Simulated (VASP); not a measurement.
# Ga (C2/c) in VASP: further runs

The runs below take Ga through single point, with PBE.

All numbers are computed with VASP 6.6.1; they aren't measurements. Logs are shortened: lines on timing, memory, paths and dates and some standing lists are left out, and cuts for length are marked.

## 1. The cell of the first run

Symmetry: C2/c, No. 15, monoclinic system. Conventional cell: a = 2.808 Å, b = 8.060 Å, c = 3.391 Å, α = 90.00°, β = 93.00°, γ = 90.00°. Ga (site symmetry 2) has 10 Ga at 2.75 to 3.39 Å within 3.6 Å.

## 2. Single point, PBE

The input, INCAR:

```
SYSTEM = Ga
PREC = Accurate
ENCUT = 520
EDIFF = 1E-6
ISMEAR = 0
SIGMA = 0.1
LREAL = .False.
LASPH = .True.
NELM = 100
ALGO = Normal
ISIF = 2
LWAVE = .False.
LCHARG = .True.
GGA = PE
LELF = .True.
LVHAR = .True.
NBANDS = 20
```

The input, KPOINTS:

```
Automatic mesh
0
Gamma
  16 16 12
  0 0 0
```

The input, POSCAR:

```
Ga
1.0
    1.4039707690     -4.0297821361     -0.0121204651
    1.4039707690      4.0297821361     -0.0121204651
   -0.1484140761      0.0000000000      3.3874657872
Ga
2
Direct
    0.8659499693      0.1340500307      0.2500000000
    0.1340500307      0.8659499693      0.7500000000
```

Potentials or basis: VASP PAW PBE potentials, release 64 (Ga_d).

Launch:

```bash
> cat potpaw_PBE.64/Ga_d/POTCAR > POTCAR
> mpirun -np 1 vasp_std > vasp.out
```

OUTCAR:

```text
SYSTEM = Ga
   PREC = Accurate
   ENCUT = 520
   EDIFF = 1E-6
   ISMEAR = 0
   LREAL = .False.
   LASPH = .True.
   NELM = 100
   ISIF = 2
   GGA = PE

 ion  position               nearest neighbor table
   1  0.866  0.134  0.250-   2 2.75   2 2.75   2 2.84   2 2.84
   2  0.134  0.866  0.750-   1 2.75   1 2.75   1 2.84   1 2.84

  LATTYP: Found a base centered monoclinic cell.
 ALAT       =     2.8080461719
 B/A-ratio  =     2.8701680025
 C/A-ratio  =     1.2074998888
 COS(beta)  =    -0.0523934893

  Lattice vectors:

 A1 = (   1.4039707690,  -4.0297821361,  -0.0121204651)
 A2 = (   1.4039707690,   4.0297821361,  -0.0121204651)
 A3 = (  -0.1484140761,   0.0000000000,   3.3874657872)

Analysis of symmetry for initial positions (statically):
=====================================================================
 Subroutine PRICEL returns:
 Original cell was already a primitive cell.

 Routine SETGRP: Setting up the symmetry group for a
 base centered monoclinic supercell.

 Subroutine GETGRP returns: Found  4 space group operations
 (whereof  2 operations were pure point group operations)
 out of a pool of  4 trial point group operations.

The static configuration has the point symmetry S_2 .
 The point group associated with its full space group is C_2h.

Analysis of symmetry for dynamics (positions and initial velocities):
=====================================================================
 Subroutine PRICEL returns:
 Original cell was already a primitive cell.

 Routine SETGRP: Setting up the symmetry group for a
 base centered monoclinic supercell.

 Subroutine GETGRP returns: Found  4 space group operations
 (whereof  2 operations were pure point group operations)
 out of a pool of  4 trial point group operations.

The dynamic configuration has the point symmetry S_2 .
 The point group associated with its full space group is C_2h.

 Subroutine INISYM returns: Found  4 space group operations
 (whereof  2 operations are pure point group operations),
 and found     1 'primitive' translations

----------------------------------------------------------------------------------------

                                     Primitive cell

  volume of cell :      38.3160

  direct lattice vectors                    reciprocal lattice vectors
     1.403970769 -4.029782136 -0.012120465     0.356267523 -0.124076187  0.015609048
     1.403970769  4.029782136 -0.012120465     0.356267523  0.124076187  0.015609048
    -0.148414076  0.000000000  3.387465787     0.002549474  0.000000000  0.295317633

  length of vectors
     4.267367443  4.267367443  3.390715440     0.377577927  0.377577927  0.295328637

  position of ions in fractional coordinates (direct lattice)
     0.865949969  0.134050031  0.250000000
     0.134050031  0.865949969  0.750000000

  ion indices of the primitive-cell ions
   primitive index   ion index
                 1           1
                 2           2

----------------------------------------------------------------------------------------

 KPOINTS: Automatic mesh

Automatic generation of k-mesh.
 Grid dimensions read from file:
 generate k-points for:   16   16   12

 Generating k-lattice:

  Cartesian coordinates                     Fractional coordinates (reciprocal lattice)
     0.022266720 -0.007754762  0.000975565     0.062500000 -0.000000000 -0.000000000
     0.022266720  0.007754762  0.000975565    -0.000000000  0.062500000 -0.000000000
     0.000212456  0.000000000  0.024609803     0.000000000  0.000000000  0.083333333

  Length of vectors
     0.023598620  0.023598620  0.024610720

  Shift w.r.t. Gamma in fractional coordinates (k-lattice)
     0.000000000  0.000000000  0.000000000

 Subroutine IBZKPT returns following result:
 ===========================================

 Found    826 irreducible k-points:

 Following reciprocal coordinates:
            Coordinates               Weight
  0.000000  0.000000  0.000000      1.000000
  0.062500  0.000000  0.000000      4.000000
  0.125000  0.000000  0.000000      4.000000
  0.187500  0.000000  0.000000      4.000000
  0.250000  0.000000  0.000000      4.000000
  0.312500  0.000000  0.000000      4.000000
[... 16 lines left out ...]
 -0.125000  0.062500 -0.000000      4.000000
 -0.062500  0.062500  0.000000      2.000000
 [... further k-points ...]
   k-points           NKPTS =    826   k-points in BZ     NKDIM =    826   number of bands    NBANDS=     20
   number of dos      NEDOS =    301   number of ions     NIONS =      2
   total plane-waves  NPLWV =  28672
   dimension x,y,z NGX =    32 NGY =   32 NGZ =   28
   dimension x,y,z NGXF=    64 NGYF=   64 NGZF=   56
   ions per type =               2
   NGX,Y,Z   is equivalent  to a cutoff of  12.47, 12.47, 13.73 a.u.
   NGXF,Y,Z  is equivalent  to a cutoff of  24.93, 24.93, 27.46 a.u.
 SYSTEM =  Ga
   PREC   = accura    normal or accurate (medium, high low for compatibility)
   ISTART =      0    job   : 0-new  1-cont  2-samecut
   ICHARG =      2    charge: 1-file 2-atom 10-const
   ISPIN  =      1    spin polarized calculation?
   LNONCOLLINEAR =      F non collinear calculations
   LSORBIT =      F    spin-orbit coupling
   LASPH  =      T    aspherical Exc in radial PAW
   ENCUT  =  520.0 eV  38.22 Ry    6.18 a.u.   7.93  7.93  6.30*2*pi/ulx,y,z
   NELM   =    100;   NELMIN=  2; NELMDL= -5     # of ELM steps
   EDIFF  = 0.1E-05   stopping-criterion for ELM
   LREAL  =      F    real-space projection
   EDIFFG = 0.1E-04   stopping-criterion for IOM
   NSW    =      0    number of steps for IOM
   IBRION =     -1    ionic relax: 0-MD 1-quasi-New 2-CG
   NFREE  =      0    steps in history (QN), initial steepest desc. (CG)
   ISIF   =      2    stress and relaxation
   ISYM   =      2    0-nonsym 1-usesym 2-fastsym
   POTIM  = 0.5000    time-step for ionic-motion
   TEBEG  =    0.0;   TEEND  =   0.0 temperature during run
   PSTRESS=    0.0 pullay stress
   NELECT =      26.0000    total number of electrons
   NUPDOWN=      -1.0000    fix difference up-down
   EMIN   =  10.00;   EMAX   =-10.00  energy-range for DOS
   EFERMI =   0.00;   METHOD = LEGACY
   ISMEAR =     0;   SIGMA  =   0.10  broadening in eV -4-tet -1-fermi 0-gaus
   EFERMI_NEDOS =   21; number of points for ismear=-14 and -15
   IALGO  =     38    algorithm
   IMIX   =      4    mixing-type and parameters
     AMIX     =   0.40;   BMIX     =  1.00
     AMIX_MAG =   1.60;   BMIX_MAG =  1.00
  volume/ion in A,a.u.               =      19.16       129.28
  Fermi-wavevector in a.u.,A,eV,Ry     =   1.438597  2.718554 28.158097  2.069562
  Thomas-Fermi vector in A             =   2.557546
   LORBIT       =      0    0 simple, 1 ext, 2 COOP (PROOUT), +10 PAW based schemes
   GGA     = PE    functional components
   LHFCALC =     F    Hartree Fock is set to
   AEXX    =    0.0000 exact exchange contribution
   IVDW    =     0    specifies the selected vdW correction
   LEPSILON=     F    determine dielectric tensor
   LRPA    =     F    only Hartree local field effects (RPA)
 non-spin polarized calculation
 Gauss-broadening in eV      SIGMA  =   0.10
  energy-cutoff  :      520.00
  volume of cell :       38.32
 maximum number of plane-waves:      1047
   NGX = 15   NGY = 15   NGZ = 13

 number of electron      26.0000008 magnetization

 Free energy of the ion-electron system (eV)
  ---------------------------------------------------
  ext. energy  EPLUGINS =         0.00000000
  ---------------------------------------------------
  free energy    TOTEN  =        -5.78485749 eV

  energy without entropy =       -5.78148201  energy(sigma->0) =       -5.78316975

 E-fermi :   5.3930     XC(G=0): -10.8937

 val. band max:        5.3916875742   @ k =  -0.1250  -0.2500   0.3333
 cond. band min:       5.3952695349   @ k =  -0.4375   0.0625   0.5000
 fundamental gap:      0.0035819607
 Fermi energy:         5.3929746883

 k-point     1 :       0.0000    0.0000    0.0000
  band No.  band energies     occupation
      1      -9.7610      2.00000
      2      -9.7534      2.00000
      3      -9.7047      2.00000
      4      -9.6986      2.00000
      5      -9.4611      2.00000
      6      -9.4566      2.00000
[... 12 lines left out ...]
     19      15.8287      0.00000
     20      18.1699      0.00000

 k-point     2 :       0.0625    0.0000    0.0000
  band No.  band energies     occupation
      1      -9.7582      2.00000
      2      -9.7467      2.00000
      3      -9.7002      2.00000
      4      -9.6823      2.00000
      5      -9.4674      2.00000
      6      -9.4616      2.00000
[... 12 lines left out ...]
     19      16.1049      0.00000
     20      18.8385      0.00000

 k-point     3 :       0.1250    0.0000    0.0000
  band No.  band energies     occupation
      1      -9.7503      2.00000
      2      -9.7300      2.00000
      3      -9.6804      2.00000
      4      -9.6422      2.00000
      5      -9.4857      2.00000
      6      -9.4765      2.00000
[... 12 lines left out ...]
     19      16.2361      0.00000
     20      19.3209      0.00000

 k-point     4 :       0.1875    0.0000    0.0000
  band No.  band energies     occupation
      1      -9.7388      2.00000
      2      -9.7094      2.00000
      3      -9.6479      2.00000
      4      -9.5896      2.00000
      5      -9.5134      2.00000
      6      -9.4958      2.00000
[... 12 lines left out ...]
     19      16.3394      0.00000
     20      19.9538      0.00000

 k-point     5 :       0.2500    0.0000    0.0000
  band No.  band energies     occupation
      1      -9.7263      2.00000
      2      -9.6888      2.00000
      3      -9.6144      2.00000
      4      -9.5677      2.00000
      5      -9.5465      2.00000
      6      -9.4799      2.00000
[... 12 lines left out ...]
     19      16.4551      0.00000
     20      19.4274      0.00000
[... 353 lines left out ...]
      6      -9.5078      2.00000
[... 12 lines left out ...]
     19      15.7579      0.00000
     20      20.4335      0.00000

 k-point    22 :      -0.1875    0.0625    0.0000
  band No.  band energies     occupation
      1      -9.7391      2.00000
      2      -9.7274      2.00000
      3      -9.6919      2.00000
      4      -9.6230      2.00000
      5      -9.4938      2.00000
      6      -9.4907      2.00000
[... 12 lines left out ...]
     19      15.7498      0.00000
     20      20.2327      0.00000

 k-point    23 :      -0.1250    0.0625   -0.0000
  band No.  band energies     occupation
      1      -9.7506      2.00000
      2      -9.7481      2.00000
      3      -9.7100      2.00000
      4      -9.6637      2.00000
      5      -9.4734      2.00000
      6      -9.4720      2.00000
[... 12 lines left out ...]
     19      15.8160      0.00000
     20      18.6320      0.00000

 k-point    24 :      -0.0625    0.0625    0.0000
  band No.  band energies     occupation
      1      -9.7569      2.00000
      2      -9.7548      2.00000
      3      -9.7145      2.00000
      4      -9.6838      2.00000
      5      -9.4636      2.00000
      6      -9.4630      2.00000
[... 12 lines left out ...]
     19      15.8705      0.00000
     20      17.6587      0.00000

 [... further k-points ...]

------------------------ aborting loop because EDIFF is reached ----------------------------------------

  FORCE on cell =-STRESS in cart. coord.  units (eV):
  Direction    XX          YY          ZZ          XY          YZ          ZX
  --------------------------------------------------------------------------------------
  -------------------------------------------------------------------------------------
  Total       -0.0082489     -0.0049056     -0.0159692      0.0000000      0.0000000     -0.0008486
  in kB       -0.3449260     -0.2051286     -0.6677474      0.0000000      0.0000000     -0.0354834
  external PRESSURE =      -0.4059340 kB  Pullay stress =       0.0000000 kB

 VOLUME and BASIS-vectors are now :
 -----------------------------------------------------------------------------
  energy-cutoff  :      520.00
  volume of cell :       38.32
      direct lattice vectors                 reciprocal lattice vectors
     1.403970769 -4.029782136 -0.012120465     0.356267523 -0.124076187  0.015609048
     1.403970769  4.029782136 -0.012120465     0.356267523  0.124076187  0.015609048
    -0.148414076  0.000000000  3.387465787     0.002549474  0.000000000  0.295317633

 POSITION                                       TOTAL-FORCE (eV/Angst)
 -----------------------------------------------------------------------------------
      1.36687     -2.94940      0.83475         0.000000      0.001354      0.000000
      1.29266      2.94940      2.52848        -0.000000     -0.001354     -0.000000
 -----------------------------------------------------------------------------------
    total drift:                               -0.000000     -0.000000     -0.000000

  FREE ENERGIE OF THE ION-ELECTRON SYSTEM (eV)
  ---------------------------------------------------
  free  energy   TOTEN  =        -5.7848574915 eV

  energy  without entropy=       -5.7814820118  energy(sigma->0) =       -5.78316975
```

Run time: 4.1 min. Hardware: 1 thread of Intel Xeon 6975P-C (Granite Rapids), shared host; peak memory 0.57 GiB.

What came out:

- Free energy: -5.7849 eV
- Pressure: 0.0 GPa
- Band gap on the k mesh: zero (band 13 reaches 9.24 eV, above the bottom of band 14 at 1.17 eV)

Levels at points of the mesh, in eV from the Fermi level:
```tsv
k point	band 11	band 12	band 13	band 14	band 15	band 16
(0.00, 0.00, 0.00)	-11.04	-1.87	-1.58	1.42	5.20	9.17
(0.50, 0.00, 0.00)	-6.02	-5.00	-1.30	0.06	5.35	6.61
(0.50, 0.50, 0.00)	-9.04	-8.27	3.62	4.52	5.50	5.78
(0.00, 0.00, 0.50)	-7.72	-7.72	1.71	1.71	2.58	2.58
(0.50, 0.00, 0.50)	-3.04	-2.96	-1.67	-1.56	1.64	2.40
(0.50, 0.50, 0.50)	-6.03	-6.03	-4.22	-4.22	10.26	10.26
```

## 3. Single point, PBE (strained and its atoms moved)

The input, INCAR:

```
  PREC = Accurate
  ENCUT = 520
  EDIFF = 1E-7
  ISMEAR = 0
  SIGMA = 0.1
  LREAL = False
  LASPH = True
  NELM = 80
  ALGO = Fast
  ISIF = 2
  LWAVE = False
  LCHARG = False
  GGA = PE
  NBANDS = 20
```

The input, KPOINTS:

```
Automatic mesh
0
Gamma
  16 16 12
```

The input, POSCAR:

```
Ga
1.0
    1.4080461300     -4.3744701300     -0.0126129600
    1.4080461300      4.3744701300     -0.0126129600
   -0.1499459811      0.0000000000      3.2468871122
Ga
2
Direct
    0.8503734012      0.1496265988      0.2500000000
    0.1496265988      0.8503734012      0.7500000000
```

Potentials or basis: VASP PAW PBE potentials, release 64 (Ga_d).

Launch:

```bash
> cat potpaw_PBE.64/Ga_d/POTCAR > POTCAR
> mpirun -np 1 vasp_std > vasp.out
```

OUTCAR:

```text
PREC = Accurate
   ENCUT = 520
   EDIFF = 1E-7
   ISMEAR = 0
   LREAL = False
   LASPH = True
   NELM = 80
   ISIF = 2
   GGA = PE

 ion  position               nearest neighbor table
   1  0.850  0.150  0.250-   2 2.73   2 2.73   2 2.82   2 2.82
   2  0.150  0.850  0.750-   1 2.73   1 2.73   1 2.82   1 2.82

  LATTYP: Found a base centered monoclinic cell.
 ALAT       =     2.8162052418
 B/A-ratio  =     3.1066415651
 C/A-ratio  =     1.1541586465
 COS(beta)  =    -0.0550783185

  Lattice vectors:

 A1 = (   1.4080461300,  -4.3744701300,  -0.0126129600)
 A2 = (   1.4080461300,   4.3744701300,  -0.0126129600)
 A3 = (  -0.1499459811,   0.0000000000,   3.2468871122)

Analysis of symmetry for initial positions (statically):
=====================================================================
 Subroutine PRICEL returns:
 Original cell was already a primitive cell.

 Routine SETGRP: Setting up the symmetry group for a
 base centered monoclinic supercell.

 Subroutine GETGRP returns: Found  4 space group operations
 (whereof  2 operations were pure point group operations)
[... 163 lines left out ...]
  ---------------------------------------------------
  free energy    TOTEN  =        -5.63640314 eV

  energy without entropy =       -5.63295633  energy(sigma->0) =       -5.63467974

 E-fermi :   5.0006     XC(G=0): -10.6511

 val. band max:        4.9922229212   @ k =  -0.1250   0.3125   0.1667
 cond. band min:       5.0081587288   @ k =   0.3750   0.0625   0.2500
 fundamental gap:      0.0159358076
 Fermi energy:         5.0006186794

 k-point     1 :       0.0000    0.0000    0.0000
  band No.  band energies     occupation
      1     -10.1735      2.00000
      2     -10.0878      2.00000
      3     -10.0769      2.00000
      4     -10.0300      2.00000
      5      -9.8928      2.00000
      6      -9.8822      2.00000
[... 541 lines left out ...]
     19      15.9905      0.00000
     20      16.9627      0.00000

 [... further k-points ...]

------------------------ aborting loop because EDIFF is reached ----------------------------------------

  FORCE on cell =-STRESS in cart. coord.  units (eV):
  Direction    XX          YY          ZZ          XY          YZ          ZX
  --------------------------------------------------------------------------------------
  -------------------------------------------------------------------------------------
  Total        0.4442619     -0.3271682      0.0509880      0.0000000      0.0000000      0.0548238
  in kB       17.8028619    -13.1105762      2.0432386      0.0000000      0.0000000      2.1969491
  external PRESSURE =       2.2451748 kB  Pullay stress =       0.0000000 kB

 VOLUME and BASIS-vectors are now :
 -----------------------------------------------------------------------------
  energy-cutoff  :      520.00
  volume of cell :       39.98
      direct lattice vectors                 reciprocal lattice vectors
     1.408046130 -4.374470130 -0.012612960     0.355248963 -0.114299557  0.016405915
     1.408046130  4.374470130 -0.012612960     0.355248963  0.114299557  0.016405915
    -0.149945981  0.000000000  3.246887112     0.002760023  0.000000000  0.308114763

 POSITION                                       TOTAL-FORCE (eV/Angst)
 -----------------------------------------------------------------------------------
      1.37056     -3.06540      0.79911         0.000000     -0.880445      0.000000
      1.29559      3.06540      2.42255        -0.000000      0.880445     -0.000000
 -----------------------------------------------------------------------------------
    total drift:                               -0.000000     -0.000000     -0.000000

  FREE ENERGIE OF THE ION-ELECTRON SYSTEM (eV)
  ---------------------------------------------------
  free  energy   TOTEN  =        -5.6364031428 eV

  energy  without entropy=       -5.6329563293  energy(sigma->0) =       -5.63467974
```

Wall time 8.8 min (1 thread of Intel Xeon Platinum 8259CL at 2.50GHz (Skylake/Cascade Lake), shared host); peak memory 0.59 GiB.

What came out:

| Quantity | Value |
| --- | --- |
| Free energy | -5.6364 eV |
| Pressure | 0.2 GPa |
| Largest force | 0.880 eV/Å |
| Band gap on the k mesh | zero (band 13 reaches 8.88 eV, above the bottom of band 14 at 1.54 eV) |

Forces on the atoms (eV/Å):
```
Ga   0.000 -0.880  0.000
Ga   0.000  0.880  0.000
```

Stress tensor (GPa, compression positive):
```
 1.78  0.00  0.22
 0.00 -1.31  0.00
 0.22  0.00  0.20
```

Levels at points of the mesh, in eV from the Fermi level:
```
           k point  band 9  band 10  band 11  band 12  band 13  band 14  band 15  band 16  band 17  band 18
(0.00, 0.00, 0.00)  -14.76   -14.72   -10.95    -2.76    -2.23     2.59     6.12     8.17     9.95    10.88
(0.50, 0.00, 0.00)  -14.75   -14.71    -5.86    -5.36    -1.60    -0.11     5.94     7.10     7.15     8.07
(0.50, 0.50, 0.00)  -14.75   -14.72    -9.90    -7.45     3.70     5.30     6.15     6.44     7.15     9.46
(0.00, 0.00, 0.50)  -14.72   -14.72    -7.31    -7.31     0.66     0.66     2.37     2.37    10.89    10.89
(0.50, 0.00, 0.50)  -14.70   -14.70    -2.68    -2.59    -1.71    -1.50     1.89     2.56     3.80     4.31
(0.50, 0.50, 0.50)  -14.75   -14.75    -6.31    -6.31    -3.46    -3.46     9.76     9.76    10.47    10.47
```

Caveat: the cell differs from its parent crystal (strained and its atoms moved).
